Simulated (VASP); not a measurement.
# CaF2 (Fm-3m) in VASP: a series of runs

CaF2 is run at these levels: PBEsol; tasks: single point.

Program: VASP 6.6.1. These are calculated values, not measurements. Logs are shortened: lines on timing, memory, paths and dates and some standing lists are left out, and cuts for length are marked.

## 1. The cell of the first run

Symmetry: Fm-3m, No. 225, cubic system. The conventional cell has a = 5.350 Å, b = 5.350 Å, c = 5.350 Å, α = 90.00°, β = 90.00°, γ = 90.00°. Ca (site symmetry m-3m) has 8 F at 2.32 Å within 3.1 Å. F (site symmetry -43m) has 4 Ca at 2.32 Å and 6 F at 2.68 Å within 3.1 Å.

## 2. Single point, PBEsol

The input, INCAR:

```
SYSTEM = CaF2
ALGO = Normal
EDIFF = 1E-6
ENCUT = 600
GGA = PS
GGA_COMPAT = .False.
ISIF = 2
ISMEAR = 0
LASPH = .True.
LCHARG = .False.
LREAL = .False.
LWAVE = .False.
NBANDS = 19
NELM = 120
PREC = Accurate
SIGMA = 0.01
```

The input, KPOINTS:

```
k-points
0
Gamma
  6 6 6
  0 0 0
```

The input, POSCAR:

```
CaF2
1.0
    0.0000000000      2.6752496629      2.6752496629
    2.6752496629      0.0000000000      2.6752496629
    2.6752496629      2.6752496629      0.0000000000
Ca F
1 2
Direct
    0.0000000000      0.0000000000      0.0000000000
    0.2500000000      0.2500000000      0.2500000000
    0.7500000000      0.7500000000      0.7500000000
```

Potentials or basis: VASP PAW PBE potentials, release 64 (Ca_sv, F).

Run with:

```
$ cat potpaw_PBE.64/Ca_sv/POTCAR potpaw_PBE.64/F/POTCAR > POTCAR
$ mpirun -np 1 vasp_std > vasp.out
```

OUTCAR:

```text
SYSTEM = CaF2
   EDIFF = 1E-6
   ENCUT = 600
   GGA = PS
   ISIF = 2
   ISMEAR = 0
   LASPH = .True.
   LREAL = .False.
   NELM = 120
   PREC = Accurate

 ion  position               nearest neighbor table
   1  0.000  0.000  0.000-   3 2.32   3 2.32   3 2.32   2 2.32   3 2.32   2 2.32   2 2.32   2 2.32

   2  0.250  0.250  0.250-   1 2.32   1 2.32   1 2.32   1 2.32
   3  0.750  0.750  0.750-   1 2.32   1 2.32   1 2.32   1 2.32

  LATTYP: Found a face centered cubic cell.
 ALAT       =     5.3504993258

  Lattice vectors:

 A1 = (   0.0000000000,   2.6752496629,   2.6752496629)
 A2 = (   2.6752496629,   0.0000000000,   2.6752496629)
 A3 = (   2.6752496629,   2.6752496629,   0.0000000000)

Analysis of symmetry for initial positions (statically):
=====================================================================
 Subroutine PRICEL returns:
 Original cell was already a primitive cell.

 Routine SETGRP: Setting up the symmetry group for a
 face centered cubic supercell.

 Subroutine GETGRP returns: Found 48 space group operations
 (whereof 48 operations were pure point group operations)
 out of a pool of 48 trial point group operations.

The static configuration has the point symmetry O_h .

Analysis of symmetry for dynamics (positions and initial velocities):
=====================================================================
 Subroutine PRICEL returns:
 Original cell was already a primitive cell.

 Routine SETGRP: Setting up the symmetry group for a
 face centered cubic supercell.

 Subroutine GETGRP returns: Found 48 space group operations
 (whereof 48 operations were pure point group operations)
 out of a pool of 48 trial point group operations.

The dynamic configuration has the point symmetry O_h .

 Subroutine INISYM returns: Found 48 space group operations
 (whereof 48 operations are pure point group operations),
 and found     1 'primitive' translations

----------------------------------------------------------------------------------------

                                     Primitive cell

  volume of cell :      38.2933

  direct lattice vectors                    reciprocal lattice vectors
     0.000000000  2.675249663  2.675249663    -0.186898444  0.186898444  0.186898444
     2.675249663  0.000000000  2.675249663     0.186898444 -0.186898444  0.186898444
     2.675249663  2.675249663  0.000000000     0.186898444  0.186898444 -0.186898444
[... 74 lines left out ...]
   LASPH  =      T    aspherical Exc in radial PAW
   ENCUT  =  600.0 eV  44.10 Ry    6.64 a.u.   7.56  7.56  7.56*2*pi/ulx,y,z
   NELM   =    120;   NELMIN=  2; NELMDL= -5     # of ELM steps
   EDIFF  = 0.1E-05   stopping-criterion for ELM
   LREAL  =      F    real-space projection
   EDIFFG = 0.1E-04   stopping-criterion for IOM
   NSW    =      0    number of steps for IOM
   IBRION =     -1    ionic relax: 0-MD 1-quasi-New 2-CG
   NFREE  =      0    steps in history (QN), initial steepest desc. (CG)
   ISIF   =      2    stress and relaxation
   ISYM   =      2    0-nonsym 1-usesym 2-fastsym
   POTIM  = 0.5000    time-step for ionic-motion
   TEBEG  =    0.0;   TEEND  =   0.0 temperature during run
   PSTRESS=    0.0 pullay stress
   NELECT =      24.0000    total number of electrons
   NUPDOWN=      -1.0000    fix difference up-down
   EMIN   =  10.00;   EMAX   =-10.00  energy-range for DOS
   EFERMI =   0.00;   METHOD = LEGACY
   ISMEAR =     0;   SIGMA  =   0.01  broadening in eV -4-tet -1-fermi 0-gaus
   EFERMI_NEDOS =   21; number of points for ismear=-14 and -15
   IALGO  =     38    algorithm
   IMIX   =      4    mixing-type and parameters
     AMIX     =   0.40;   BMIX     =  1.00
     AMIX_MAG =   1.60;   BMIX_MAG =  1.00
  volume/ion in A,a.u.               =      12.76        86.14
  Fermi-wavevector in a.u.,A,eV,Ry     =   1.400998  2.647503 26.705462  1.962796
  Thomas-Fermi vector in A             =   2.523903
   LORBIT       =      0    0 simple, 1 ext, 2 COOP (PROOUT), +10 PAW based schemes
   GGA     = PS    functional components
   LHFCALC =     F    Hartree Fock is set to
   AEXX    =    0.0000 exact exchange contribution
   IVDW    =     0    specifies the selected vdW correction
   LEPSILON=     F    determine dielectric tensor
   LRPA    =     F    only Hartree local field effects (RPA)
 non-spin polarized calculation
 Gauss-broadening in eV      SIGMA  =   0.01
  energy-cutoff  :      600.00
  volume of cell :       38.29
 maximum number of plane-waves:      1303
   NGX = 15   NGY = 15   NGZ = 15

 number of electron      23.9999990 magnetization

 Free energy of the ion-electron system (eV)
  ---------------------------------------------------
  ext. energy  EPLUGINS =         0.00000000
  ---------------------------------------------------
  free energy    TOTEN  =       -17.88068438 eV

  energy without entropy =      -17.88068438  energy(sigma->0) =      -17.88068438

 E-fermi :  -0.6793     XC(G=0): -10.2214

 val. band max:       -0.7452544165   @ k =   0.5000   0.5000   0.0000
 cond. band min:       6.7103863849   @ k =   0.0000   0.0000   0.0000
 fundamental gap:      7.4556408015
 Fermi energy:        -0.6793273403

 k-point     1 :       0.0000    0.0000    0.0000
  band No.  band energies     occupation
      1     -36.2662      2.00000
      2     -20.7245      2.00000
      3     -19.8358      2.00000
      4     -17.2894      2.00000
      5     -17.2894      2.00000
      6     -17.2894      2.00000
[... 329 lines left out ...]
      6     -16.6928      2.00000
[... 11 lines left out ...]
     18      14.1774      0.00000
     19      14.3727      0.00000

------------------------ aborting loop because EDIFF is reached ----------------------------------------

  FORCE on cell =-STRESS in cart. coord.  units (eV):
  Direction    XX          YY          ZZ          XY          YZ          ZX
  --------------------------------------------------------------------------------------
  -------------------------------------------------------------------------------------
  Total        0.9777441      0.9777441      0.9777441      0.0000000      0.0000000     -0.0000000
  in kB       40.9084309     40.9084309     40.9084309      0.0000000      0.0000000     -0.0000000
  external PRESSURE =      40.9084309 kB  Pullay stress =       0.0000000 kB

 VOLUME and BASIS-vectors are now :
 -----------------------------------------------------------------------------
  energy-cutoff  :      600.00
  volume of cell :       38.29
      direct lattice vectors                 reciprocal lattice vectors
     0.000000000  2.675249663  2.675249663    -0.186898444  0.186898444  0.186898444
     2.675249663  0.000000000  2.675249663     0.186898444 -0.186898444  0.186898444
     2.675249663  2.675249663  0.000000000     0.186898444  0.186898444 -0.186898444

 POSITION                                       TOTAL-FORCE (eV/Angst)
 -----------------------------------------------------------------------------------
      0.00000      0.00000      0.00000         0.000000      0.000000      0.000000
      1.33762      1.33762      1.33762         0.000000      0.000000      0.000000
      4.01287      4.01287      4.01287        -0.000000     -0.000000     -0.000000
 -----------------------------------------------------------------------------------
    total drift:                                0.000000     -0.000000      0.000000

  FREE ENERGIE OF THE ION-ELECTRON SYSTEM (eV)
  ---------------------------------------------------
  free  energy   TOTEN  =       -17.8806843808 eV

  energy  without entropy=      -17.8806843808  energy(sigma->0) =      -17.88068438
```

stdout:

```text
POSCAR found type information on POSCAR CaF
 POSCAR found :  2 types and       3 ions
 scaLAPACK will be used
 -----------------------------------------------------------------------------
|                                                                             |
|                                                                             |
|     You enforced a specific xc type in the INCAR file but a different       |
|     I HOPE YOU KNOW WHAT YOU ARE DOING!                                     |
|                                                                             |
 -----------------------------------------------------------------------------

 LDA part: xc-table for (Slater+PW92), standard interpolation
 POSCAR, INCAR and KPOINTS ok, starting setup
 FFT: planning ... GRIDC
 FFT: planning ... GRID_SOFT
 FFT: planning ... GRID
 WAVECAR not read
 entering main loop
```

It took 9 s on 1 thread of AMD EPYC 9R45 (Zen 5), shared host; peak memory 0.14 GiB.

Results:

| Property | Result |
| --- | --- |
| Free energy | -17.8807 eV |
| Pressure | 4.1 GPa |
| Band gap on the k mesh | 7.46 eV (least direct gap 7.72 eV) |

Caveat: the cell stands under pressure; the PAW data sets were made with another functional, which shifts forces and pressure a little. A k mesh can miss the band edges.

## 3. Single point, PBEsol

This run uses another cell than the first one, of 13.17 Å³/atom.

The input, INCAR:

```
ALGO     = Normal         # electronic algorithm
EDIFF    = 1E-6           # SCF threshold, eV
ENCUT    = 600            # plane-wave cutoff, eV
GGA      = PS             # functional
GGA_COMPAT= F            
ISIF     = 2              # what is computed and relaxed
ISMEAR   = 0              # smearing method
LASPH    = T              # aspherical terms in the spheres
LCHARG   = F              # write CHGCAR
LREAL    = F              # projectors in reciprocal space
LWAVE    = F              # write WAVECAR
NBANDS   = 19             # bands
NELM     = 120            # most SCF steps
PREC     = Accurate       # precision mode
SIGMA    = 0.01           # smearing width, eV
```

The input, KPOINTS:

```
k-points
0
Gamma
  6 6 6
```

The input, POSCAR:

```
CaF2
1.0
    0.0000000000      2.7034122552      2.7034122552
    2.7034122552      0.0000000000      2.7034122552
    2.7034122552      2.7034122552      0.0000000000
Ca F
1 2
Direct
    0.0000000000      0.0000000000      0.0000000000
    0.2500000000      0.2500000000      0.2500000000
    0.7500000000      0.7500000000      0.7500000000
```

Potentials or basis: VASP PAW PBE potentials, release 64 (Ca_sv, F).

Run with:

```
$ cat potpaw_PBE.64/Ca_sv/POTCAR potpaw_PBE.64/F/POTCAR > POTCAR
$ mpirun -np 1 vasp_std > vasp.out
```

Run time: 9.5 s. Hardware: 1 thread of AMD EPYC 9R45 (Zen 5), shared host; peak memory 0.14 GiB.

The run converged. Its results:

* Free energy: -17.9026 eV
* Pressure: 1.0 GPa
* Band gap on the k mesh: 7.27 eV (least direct gap 7.53 eV)

Levels at points of the mesh, in eV from the valence-band top:
```csv
k point,band 10,band 11,band 12,band 13,band 14,band 15
"(0.00, 0.00, 0.00)",-0.26,-0.26,-0.26,7.27,9.24,9.24
"(0.50, 0.00, 0.00)",-1.30,-0.87,-0.87,9.48,9.48,9.90
"(0.50, 0.50, 0.00)",-0.39,-0.39,0.00,8.10,9.65,10.24
```

Caveat: the PAW data sets were made with another functional, which shifts forces and pressure a little. A k mesh can miss the band edges.
